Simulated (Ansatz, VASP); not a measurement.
# SrCl2: VASP beside Ansatz

```xyz
3
Lattice="0.0000 3.5928 3.5928 3.5928 0.0000 3.5928 3.5928 3.5928 0.0000" Properties=species:S:1:pos:R:3 pbc="T T T"
Sr    0.0000    0.0000    0.0000
Cl    1.7964    1.7964    1.7964
Cl    5.3892    5.3892    5.3892
```

Alike in both runs: task single point; functional PBE; k mesh 6 × 6 × 6; occupations gaussian, width 0.05 eV; no spin polarisation.

```csv
,VASP,Ansatz
version,VASP 6.6.1,Ansatz 0.2.0
potentials or method,"VASP PAW PBE potentials, release 64 (Sr_sv, Cl), cutoff 520 eV","scalar-relativistic, plane waves, PAW"
valence electrons in the cell,24,24
```

```csv
,VASP,Ansatz,Ansatz less VASP
gap on the k mesh at the Fermi level (eV),5.00,5.01,+0.003
least direct gap on the mesh (eV),5.31,5.31,+0.001
pressure (GPa),-1.7,-1.8,-0.05
```
